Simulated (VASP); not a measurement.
Input of a VASP 6.6.1 run:

POSCAR

```
Al2Cu
1.0
   -2.0273575169      2.0273575169      2.7236381377
    2.0273575169     -2.0273575169      2.7236381377
    2.0273575169      2.0273575169     -2.7236381377
Al Cu
2 1
Direct
    0.7500000000      0.2500000000      0.5000000000
    0.2500000000      0.7500000000      0.5000000000
    0.5000000000      0.5000000000      0.0000000000
```

File INCAR.step1:

```
PREC = Accurate
ENCUT = 520
ISMEAR = 0
SIGMA = 0.15
LREAL = False
LASPH = True
NELM = 100
NBANDS = 16
GGA = PE
ALGO = Normal
EDIFF = 1E-4
LWAVE = True
LCHARG = False
```

INCAR.step2

```
PREC = Accurate
ENCUT = 520
EDIFF = 1E-6
ISMEAR = 0
SIGMA = 0.15
LREAL = False
LASPH = True
NELM = 100
ALGO = Normal
ISIF = 2
LWAVE = False
LCHARG = False
METAGGA = R2SCAN
LMIXTAU = True
NBANDS = 16
ISTART = 1
```

File KPOINTS:

```
regular mesh
0
Gamma
  16 16 16
```

Potentials or basis: VASP PAW PBE potentials, release 64 (Al, Cu).

The run is started by

```sh
$ cat potpaw_PBE.64/Al/POTCAR potpaw_PBE.64/Cu/POTCAR > POTCAR
$ cp INCAR.step1 INCAR
$ mpirun -np 1 vasp_std > vasp.out
$ cp INCAR.step2 INCAR
$ mpirun -np 1 vasp_std > vasp.out
```

Estimate the pressure.

6.1 GPa.

Predict the band gap on the k mesh.

zero (an odd number of electrons rules out a gap without spin polarisation).

Stress tensor (GPa, compression positive):
```
 3.71  0.00  0.00
 0.00  3.71  0.00
 0.00  0.00 10.79
```

Caveat: the cell differs from its parent crystal (strain -0.0500 x Voigt [0, 0, 1, 0, 0, 0]); the stress differs along the axes, from 4 to 11 GPa; the PAW data sets were made with another functional, which shifts forces and pressure a little.
